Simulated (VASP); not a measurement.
A run of VASP 6.6.1 is set up as follows.

The input INCAR:

```
  ALGO = Normal
  EDIFF = 1E-6
  ENCUT = 520
  GGA = PS
  ISIF = 2
  ISMEAR = -1
  ISPIN = 2
  LASPH = T
  LCHARG = F
  LMAXMIX = 4
  LORBIT = 11
  LREAL = F
  LWAVE = F
  MAGMOM = 0.6 0.6 0.6 1
  NBANDS = 30
  NELM = 150
  PREC = Accurate
  SIGMA = 0.05
```

The input KPOINTS:

```
k-points
0
Gamma
  10 10 10
```

The input POSCAR:

```
NiIr3
1.0
   -1.8934071365      1.8934071365      3.8265584857
    1.8934071365     -1.8934071365      3.8265584857
    1.8934071365      1.8934071365     -3.8265584857
Ir Ni
3 1
Direct
    0.5000000000      0.5000000000      0.0000000000
    0.2500000000      0.7500000000      0.5000000000
    0.7500000000      0.2500000000      0.5000000000
    0.0000000000      0.0000000000      0.0000000000
```

Potentials or basis: VASP PAW PBE potentials, release 64 (Ir, Ni).

Run with:

```bash
$ cat potpaw_PBE.64/Ir/POTCAR potpaw_PBE.64/Ni/POTCAR > POTCAR
$ mpirun -np 1 vasp_std > vasp.out
```

(1) Estimate the net moment.

(2) Predict the pressure.

Results:

(1) 0.00 μB per cell.

(2) -11.0 GPa.

Caveat: the cell stands under tension; the PAW data sets were made with another functional, which shifts forces and pressure a little.
